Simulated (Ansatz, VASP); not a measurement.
# Two plane-wave programs on Si2Mo

```
Mo Si
1.0
     4.58547    0.00000    0.00000
    -2.29274    3.97113    0.00000
     0.00000    0.00000    6.57976
Mo Si
3 6
Cartesian
  1.1464 1.9856 5.4831
  -1.1464 1.9856 1.0966
  2.2927 0.0000 3.2899
  0.0000 1.3015 3.2899
  1.1656 3.3204 1.0966
  3.4583 0.6508 5.4831
  2.2927 2.6696 3.2899
  1.1272 0.6508 1.0966
  -1.1656 3.3204 5.4831
```

Alike in both runs: task relaxation of cell and atoms; functional PBEsol; k mesh 5 × 5 × 3; occupations fermi-dirac, width 0.05 eV; no spin polarisation; Hubbard terms Mo d U = 2.0 eV.

|  | VASP | Ansatz |
| --- | --- | --- |
| version | VASP 6.6.1 | Ansatz 0.2.0 |
| potentials or method | VASP PAW PBE potentials, release 64 (Mo_sv, Si) | Ansatz PAW |
| plane-wave cutoff (eV) | 600 | 420 |
| valence electrons in the cell | 66 | 66 |

VASP gave:

| Property | Result |
| --- | --- |
| gap on the k mesh at the Fermi level, each at its own relaxed structure (eV) | 0.76 |
| relaxed volume (Å³/atom) | 13.30 |
| relaxed length of the cell vector where the two differ most in proportion (Å) | 4.586 |

**Question.** What did Ansatz give for the same quantities?

**Answer.** gap on the k mesh at the Fermi level, each at its own relaxed structure (eV): 0.82; relaxed volume (Å³/atom): 13.19; relaxed length of the cell vector where the two differ most in proportion (Å): 4.572.

VASP's potentials were made for PBE, not for PBEsol. The programs project onto different local orbitals, so the same U acts differently, and such runs can settle in different states.

Noted on Ansatz's run: odd divisions of the mesh miss points on the zone boundary, where band edges often lie, so the gap on the mesh can be too wide; the plane-wave basis is chosen anew once the cell has moved, so the energies of steps on either side of that aren't comparable.
